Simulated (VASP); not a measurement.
# BiMo (P6_3/mmc) in VASP: a series of runs

BiMo is run at these levels: PBE, PBEsol, LDA; tasks: single point.

Program: VASP 6.6.1. These are calculated values, not measurements. Logs are shortened: lines on timing, memory, paths and dates and some standing lists are left out, and cuts for length are marked.

## 1. The cell of the first run

It takes space group P6_3/mmc (No. 194, hexagonal). The conventional cell has a = 4.601 Å, b = 4.601 Å, c = 5.140 Å, α = 90.00°, β = 90.00°, γ = 120.00°. Within 3.4 Å of Mo (site symmetry -3m) lie 2 Mo at 2.57 Å and 6 Bi at 2.95 Å. Within 3.9 Å of Bi (site symmetry -6m2) lie 6 Mo at 2.95 Å and 6 Bi at 3.70 Å.

## 2. Single point, PBE

Contents of INCAR:

```
ALGO = Fast ; EDIFF = 1E-7
ENCUT = 520 ; GGA = PE
ISIF = 2 ; ISMEAR = 0
LASPH = T ; LCHARG = T
LELF = T ; LREAL = F
LVHAR = T ; LWAVE = F
NBANDS = 37 ; NELM = 80
PREC = Accurate ; SIGMA = 0.05
```

Contents of KPOINTS:

```
k-points
0
Gamma
  10 10 6
```

Contents of POSCAR:

```
BiMo
1.0
    4.6006453045      0.0000000000      0.0000000000
   -2.3003226523      3.9842757075      0.0000000000
    0.0000000000      0.0000000000      5.1397870164
Mo Bi
2 2
Direct
    0.0000000000      0.0000000000      0.0000000000
    0.0000000000      0.0000000000      0.5000000000
    0.3333333333      0.6666666667      0.2500000000
    0.6666666667      0.3333333333      0.7500000000
```

Potentials or basis: VASP PAW PBE potentials, release 64 (Mo_sv, Bi_d).

Launch:

```
> cat potpaw_PBE.64/Mo_sv/POTCAR potpaw_PBE.64/Bi_d/POTCAR > POTCAR
> mpirun -np 1 vasp_std > vasp.out
```

OUTCAR:

```text
EDIFF = 1E-7
   ENCUT = 520
   GGA = PE
   ISIF = 2
   ISMEAR = 0
   LASPH = T
   LREAL = F
   NELM = 80
   PREC = Accurate

 ion  position               nearest neighbor table
   1  0.000  0.000  0.000-   2 2.57   2 2.57   4 2.95   3 2.95   4 2.95   3 2.95   4 2.95   3 2.95

   2  0.000  0.000  0.500-   1 2.57   1 2.57   4 2.95   3 2.95   4 2.95   3 2.95   4 2.95   3 2.95

   3  0.333  0.667  0.250-   1 2.95   2 2.95   1 2.95   2 2.95   1 2.95   2 2.95   4 3.70   4 3.70
                             4 3.70   4 3.70   4 3.70   4 3.70
   4  0.667  0.333  0.750-   1 2.95   2 2.95   1 2.95   2 2.95   1 2.95   2 2.95   3 3.70   3 3.70
                             3 3.70   3 3.70   3 3.70   3 3.70

  LATTYP: Found a hexagonal cell.
 ALAT       =     4.6006453045
 C/A-ratio  =     1.1171882804

  Lattice vectors:

 A1 = (   4.6006453045,   0.0000000000,   0.0000000000)
 A2 = (  -2.3003226523,   3.9842757075,   0.0000000000)
 A3 = (   0.0000000000,   0.0000000000,   5.1397870164)

Analysis of symmetry for initial positions (statically):
=====================================================================
 Subroutine PRICEL returns:
 Original cell was already a primitive cell.

 Routine SETGRP: Setting up the symmetry group for a
 hexagonal supercell.

 Subroutine GETGRP returns: Found 24 space group operations
 (whereof 12 operations were pure point group operations)
 out of a pool of 24 trial point group operations.

The static configuration has the point symmetry D_3d.
 The point group associated with its full space group is D_6h.

Analysis of symmetry for dynamics (positions and initial velocities):
=====================================================================
 Subroutine PRICEL returns:
 Original cell was already a primitive cell.

 Routine SETGRP: Setting up the symmetry group for a
 hexagonal supercell.

 Subroutine GETGRP returns: Found 24 space group operations
 (whereof 12 operations were pure point group operations)
 out of a pool of 24 trial point group operations.

The dynamic configuration has the point symmetry D_3d.
 The point group associated with its full space group is D_6h.

 Subroutine INISYM returns: Found 24 space group operations
 (whereof 12 operations are pure point group operations),
 and found     1 'primitive' translations

----------------------------------------------------------------------------------------

                                     Primitive cell

  volume of cell :      94.2135

  direct lattice vectors                    reciprocal lattice vectors
     4.600645305  0.000000000  0.000000000     0.217360812  0.125493323  0.000000000
    -2.300322652  3.984275708  0.000000000     0.000000000  0.250986647  0.000000000
     0.000000000  0.000000000  5.139787016     0.000000000  0.000000000  0.194560591

  length of vectors
     4.600645305  4.600645305  5.139787016     0.250986647  0.250986647  0.194560591

  position of ions in fractional coordinates (direct lattice)
     0.000000000  0.000000000  0.000000000
     0.000000000  0.000000000  0.500000000
     0.333333333  0.666666667  0.250000000
     0.666666667  0.333333333  0.750000000

  ion indices of the primitive-cell ions
   primitive index   ion index
                 1           1
                 2           2
                 3           3
                 4           4

----------------------------------------------------------------------------------------

 KPOINTS: k-points

Automatic generation of k-mesh.
 Grid dimensions read from file:
 generate k-points for:   10   10    6

 Generating k-lattice:

  Cartesian coordinates                     Fractional coordinates (reciprocal lattice)
     0.021736081  0.012549332  0.000000000     0.100000000  0.000000000  0.000000000
     0.000000000  0.025098665  0.000000000     0.000000000  0.100000000  0.000000000
     0.000000000  0.000000000  0.032426765     0.000000000  0.000000000  0.166666667

  Length of vectors
     0.025098665  0.025098665  0.032426765

  Shift w.r.t. Gamma in fractional coordinates (k-lattice)
     0.000000000  0.000000000  0.000000000

 Subroutine IBZKPT returns following result:
 ===========================================

 Found     56 irreducible k-points:

 Following reciprocal coordinates:
            Coordinates               Weight
  0.000000  0.000000  0.000000      1.000000
  0.100000  0.000000  0.000000      6.000000
  0.200000  0.000000  0.000000      6.000000
  0.300000  0.000000  0.000000      6.000000
  0.400000 -0.000000  0.000000      6.000000
  0.500000 -0.000000  0.000000      3.000000
[... 16 lines left out ...]
  0.300000  0.100000  0.166667     24.000000
  0.400000  0.100000  0.166667     24.000000
 [... further k-points ...]
   k-points           NKPTS =     56   k-points in BZ     NKDIM =     56   number of bands    NBANDS=     37
   number of dos      NEDOS =    301   number of ions     NIONS =      4
   total plane-waves  NPLWV =  51840
   dimension x,y,z NGX =    36 NGY =   36 NGZ =   40
   dimension x,y,z NGXF=    72 NGYF=   72 NGZF=   80
   ions per type =               2   2
   NGX,Y,Z   is equivalent  to a cutoff of  13.01, 13.01, 12.94 a.u.
   NGXF,Y,Z  is equivalent  to a cutoff of  26.02, 26.02, 25.88 a.u.
 SYSTEM =  unknown system
   PREC   = accura    normal or accurate (medium, high low for compatibility)
   ISTART =      0    job   : 0-new  1-cont  2-samecut
   ICHARG =      2    charge: 1-file 2-atom 10-const
   ISPIN  =      1    spin polarized calculation?
   LNONCOLLINEAR =      F non collinear calculations
   LSORBIT =      F    spin-orbit coupling
   LASPH  =      T    aspherical Exc in radial PAW
   ENCUT  =  520.0 eV  38.22 Ry    6.18 a.u.   8.55  8.55  9.56*2*pi/ulx,y,z
   NELM   =     80;   NELMIN=  2; NELMDL= -5     # of ELM steps
   EDIFF  = 0.1E-06   stopping-criterion for ELM
   LREAL  =      F    real-space projection
   EDIFFG = 0.1E-05   stopping-criterion for IOM
   NSW    =      0    number of steps for IOM
   IBRION =     -1    ionic relax: 0-MD 1-quasi-New 2-CG
   NFREE  =      0    steps in history (QN), initial steepest desc. (CG)
   ISIF   =      2    stress and relaxation
   ISYM   =      2    0-nonsym 1-usesym 2-fastsym
   POTIM  = 0.5000    time-step for ionic-motion
   TEBEG  =    0.0;   TEEND  =   0.0 temperature during run
   PSTRESS=    0.0 pullay stress
   NELECT =      58.0000    total number of electrons
   NUPDOWN=      -1.0000    fix difference up-down
   EMIN   =  10.00;   EMAX   =-10.00  energy-range for DOS
   EFERMI =   0.00;   METHOD = LEGACY
   ISMEAR =     0;   SIGMA  =   0.05  broadening in eV -4-tet -1-fermi 0-gaus
   EFERMI_NEDOS =   21; number of points for ismear=-14 and -15
   IALGO  =     68    algorithm
   IMIX   =      4    mixing-type and parameters
     AMIX     =   0.40;   BMIX     =  1.00
     AMIX_MAG =   1.60;   BMIX_MAG =  1.00
  volume/ion in A,a.u.               =      23.55       158.95
  Fermi-wavevector in a.u.,A,eV,Ry     =   1.392664  2.631754 26.388684  1.939514
  Thomas-Fermi vector in A             =   2.516385
   LORBIT       =      0    0 simple, 1 ext, 2 COOP (PROOUT), +10 PAW based schemes
   GGA     = PE    functional components
   LHFCALC =     F    Hartree Fock is set to
   AEXX    =    0.0000 exact exchange contribution
   IVDW    =     0    specifies the selected vdW correction
   LEPSILON=     F    determine dielectric tensor
   LRPA    =     F    only Hartree local field effects (RPA)
 non-spin polarized calculation
 RMM-DIIS sequential band-by-band and
 Gauss-broadening in eV      SIGMA  =   0.05
  energy-cutoff  :      520.00
  volume of cell :       94.21
 maximum number of plane-waves:      2581
 NGX is ok and might be reduce to    36
   NGX = 17   NGY = 17   NGZ = 19

 number of electron      57.9999979 magnetization

 Free energy of the ion-electron system (eV)
  ---------------------------------------------------
  ext. energy  EPLUGINS =         0.00000000
  ---------------------------------------------------
  free energy    TOTEN  =       -27.08732993 eV

  energy without entropy =      -27.08555244  energy(sigma->0) =      -27.08644119

 E-fermi :   8.8717     XC(G=0): -11.2345

 val. band max:        8.8546064870   @ k =   0.2000   0.0000   0.1667
 cond. band min:       8.8936001498   @ k =   0.3000   0.3000   0.0000
 fundamental gap:      0.0389936628
 Fermi energy:         8.8716610850

 k-point     1 :       0.0000    0.0000    0.0000
  band No.  band energies     occupation
      1     -51.8058      2.00000
      2     -51.5880      2.00000
      3     -26.6201      2.00000
      4     -25.9235      2.00000
      5     -25.9235      2.00000
      6     -25.7261      2.00000
[... 29 lines left out ...]
     36      13.7382      0.00000
     37      13.7519      0.00000

 k-point     2 :       0.1000    0.0000    0.0000
  band No.  band energies     occupation
      1     -51.8058      2.00000
      2     -51.5880      2.00000
      3     -26.6200      2.00000
      4     -25.9242      2.00000
      5     -25.9235      2.00000
      6     -25.7264      2.00000
[... 29 lines left out ...]
     36      13.6534      0.00000
     37      13.9717      0.00000

 k-point     3 :       0.2000    0.0000    0.0000
  band No.  band energies     occupation
      1     -51.8057      2.00000
      2     -51.5880      2.00000
      3     -26.6196      2.00000
      4     -25.9258      2.00000
      5     -25.9236      2.00000
      6     -25.7270      2.00000
[... 29 lines left out ...]
     36      13.3095      0.00000
     37      13.5480      0.00000

 k-point     4 :       0.3000    0.0000    0.0000
  band No.  band energies     occupation
      1     -51.8056      2.00000
      2     -51.5880      2.00000
      3     -26.6190      2.00000
      4     -25.9277      2.00000
      5     -25.9236      2.00000
      6     -25.7279      2.00000
[... 29 lines left out ...]
     36      13.6181      0.00000
     37      13.8698      0.00000
[... 683 lines left out ...]
      1     -51.7914      2.00000
      2     -51.6029      2.00000
      3     -26.5217      2.00000
      4     -25.9138      2.00000
      5     -25.9108      2.00000
      6     -25.7412      2.00000
[... 29 lines left out ...]
     36      13.3496      0.00000
     37      14.6018      0.00000

 k-point    23 :       0.3000    0.1000    0.1667
  band No.  band energies     occupation
      1     -51.7913      2.00000
      2     -51.6029      2.00000
      3     -26.5212      2.00000
      4     -25.9153      2.00000
      5     -25.9110      2.00000
      6     -25.7420      2.00000
[... 29 lines left out ...]
     36      13.5961      0.00000
     37      14.6901      0.00000

 k-point    24 :       0.4000    0.1000    0.1667
  band No.  band energies     occupation
      1     -51.7913      2.00000
      2     -51.6028      2.00000
      3     -26.5210      2.00000
      4     -25.9163      2.00000
      5     -25.9112      2.00000
      6     -25.7425      2.00000
[... 29 lines left out ...]
     36      13.7397      0.00000
     37      14.8496      0.00000

 [... further k-points ...]
[... 5 lines left out ...]
  --------------------------------------------------------------------------------------
  -------------------------------------------------------------------------------------
  Total        0.0508255      0.0508255      0.0763607     -0.0000000     -0.0000000     -0.0000000
  in kB        0.8643285      0.8643285      1.2985759     -0.0000000     -0.0000000     -0.0000000
  external PRESSURE =       1.0090776 kB  Pullay stress =       0.0000000 kB

 VOLUME and BASIS-vectors are now :
 -----------------------------------------------------------------------------
  energy-cutoff  :      520.00
  volume of cell :       94.21
      direct lattice vectors                 reciprocal lattice vectors
     4.600645305  0.000000000  0.000000000     0.217360812  0.125493323  0.000000000
    -2.300322652  3.984275708  0.000000000     0.000000000  0.250986647  0.000000000
     0.000000000  0.000000000  5.139787016     0.000000000  0.000000000  0.194560591

 POSITION                                       TOTAL-FORCE (eV/Angst)
 -----------------------------------------------------------------------------------
      0.00000      0.00000      0.00000        -0.000000      0.000000      0.000000
      0.00000      0.00000      2.56989        -0.000000      0.000000      0.000000
     -0.00000      2.65618      1.28495        -0.000000      0.000000      0.000000
      2.30032      1.32809      3.85484         0.000000      0.000000     -0.000000
 -----------------------------------------------------------------------------------
    total drift:                               -0.000000      0.000000     -0.000000

  FREE ENERGIE OF THE ION-ELECTRON SYSTEM (eV)
  ---------------------------------------------------
  free  energy   TOTEN  =       -27.0873299341 eV

  energy  without entropy=      -27.0855524425  energy(sigma->0) =      -27.08644119
```

Wall time 7.1 min (1 thread of Oxide Virtual Turin-like, shared host); peak memory 0.29 GiB.

Results:

- Free energy: -27.0873 eV
- Pressure: 0.1 GPa
- Band gap on the k mesh: zero (bands 29 and 30 overlap by 1.47 eV)

Levels at points of the mesh, in eV from the Fermi level:
| k point | band 25 | band 26 | band 27 | band 28 | band 29 | band 30 | band 31 | band 32 | band 33 | band 34 |
| --- | --- | --- | --- | --- | --- | --- | --- | --- | --- | --- |
| (0.00, 0.00, 0.00) | -2.04 | -2.04 | 0.10 | 0.10 | 0.67 | 0.67 | 2.66 | 2.66 | 2.79 | 3.13 |
| (0.50, 0.00, 0.00) | -2.05 | -1.52 | -1.34 | -1.15 | -0.86 | 0.52 | 0.82 | 1.04 | 2.55 | 2.68 |
| (0.00, 0.00, 0.50) | -1.58 | -1.58 | -0.59 | -0.59 | -0.59 | -0.59 | 0.25 | 0.25 | 4.07 | 4.07 |
| (0.50, 0.00, 0.50) | -1.12 | -1.12 | -0.16 | -0.16 | -0.12 | -0.12 | 0.03 | 0.03 | 2.35 | 2.35 |

Caveat: spin-orbit coupling is left out, which moves the levels of the heavy elements.

(Continued in part 2 of 3.)

The gap in the log of VASP goes by the Fermi energy; the results here count the filled bands.